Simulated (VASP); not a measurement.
Crystal: BN.

```
B N
1.0
     0.00000    1.84092    1.84092
     1.84092    0.00000    1.84092
     1.84092    1.84092    0.00000
B N
1 1
Direct
  0.00000 0.00000 0.00000
  0.25000 0.25000 0.25000
```

This cell differs from its parent crystal: strain +2.0%.

Base run:

```yaml
Program: VASP 6.6.1
Functional: PBE
Potentials_or_basis: VASP PAW PBE potentials, release 64 (B, N)
Cutoff: 520 eV
k_mesh: 12 × 12 × 12
Occupations: fermi-dirac, width 0.02 eV
Spin: no spin polarisation
```

Its results: band gap on the k mesh 4.40 eV, indirect (least direct gap 8.56 eV); pressure -15.9 GPa.

Problem. The run is repeated on the same cell with these changes: functional from PBE to r2SCAN; occupations from fermi-dirac, width 0.02 eV to gaussian, width 0.01 eV. What comes out?

Solution. Band gap on the k mesh 4.91 eV, indirect (least direct gap 9.26 eV); pressure -20.0 GPa.

Caveats: the PAW data sets were made with another functional, which shifts forces and pressure a little (some runs).

A k mesh can miss the band edges.
